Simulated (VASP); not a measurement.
Set up this calculation in VASP 6.6.1, as the native input.

```
Task                   : single point
Functional             : BLYP
Dispersion             : D3(BJ)
Potentials or basis    : VASP PAW PBE potentials, release 64 (Zn, S)
Cutoff                 : 520 eV
k mesh                 : 8 × 8 × 5
Occupations            : fermi-dirac, width 0.05 eV
Spin                   : no spin polarisation
Dipole correction      : no
Further INCAR settings : ALGO = Normal; EDIFF = 1e-07; NBANDS = 26
```

The structure of ZnS (Wurtzite-2H) lies in POSCAR:

```
ZnS
1.0
    3.8611504880      0.0000000000      0.0000000000
   -1.9305752440      3.3438544104      0.0000000000
    0.0000000000      0.0000000000      6.3160357234
Zn S
2 2
Direct
    0.6666666667      0.3333333333      0.5000000000
    0.3333333333      0.6666666667      0.0000000000
    0.6666666667      0.3333333333      0.8850000000
    0.3333333333      0.6666666667      0.3850000000
```

One way to write it, as run:

INCAR

```
SYSTEM = ZnS
PREC = Accurate ; ENCUT = 520
EDIFF = 1E-7 ; ISMEAR = -1
SIGMA = 0.05 ; LREAL = .FALSE.
LASPH = .TRUE. ; NELM = 60
ALGO = Normal ; ISIF = 2
LWAVE = .FALSE. ; LCHARG = .FALSE.
GGA = B5 ; ALDAX = 1.0
AGGAX = 1.0 ; AGGAC = 1.0
ALDAC = 0.0 ; IVDW = 12
VDW_S6 = 1.0 ; VDW_S8 = 2.6996
VDW_A1 = 0.4298 ; VDW_A2 = 4.2359
NBANDS = 26
```

KPOINTS

```
Automatic mesh
0
G
  8 8 5
  0 0 0
```

Potentials or basis: VASP PAW PBE potentials, release 64 (Zn, S).

Run with:

```bash
$ cat potpaw_PBE.64/Zn/POTCAR potpaw_PBE.64/S/POTCAR > POTCAR
$ mpirun -np 1 vasp_std > vasp.out
```

Results of the run:

```
Pressure                   : -2.6 GPa
Largest force              : 0.304 eV/Å
Band gap on the k mesh     : 2.06 eV, direct
Dispersion energy per atom : -0.641 eV
```

Caveat: the PAW data sets were made with another functional, which shifts forces and pressure a little.

It took 33 s on 1 thread of Intel(R) Xeon(R) 6975P-C (Granite Rapids) (shared host), peak memory 0.22 GiB.
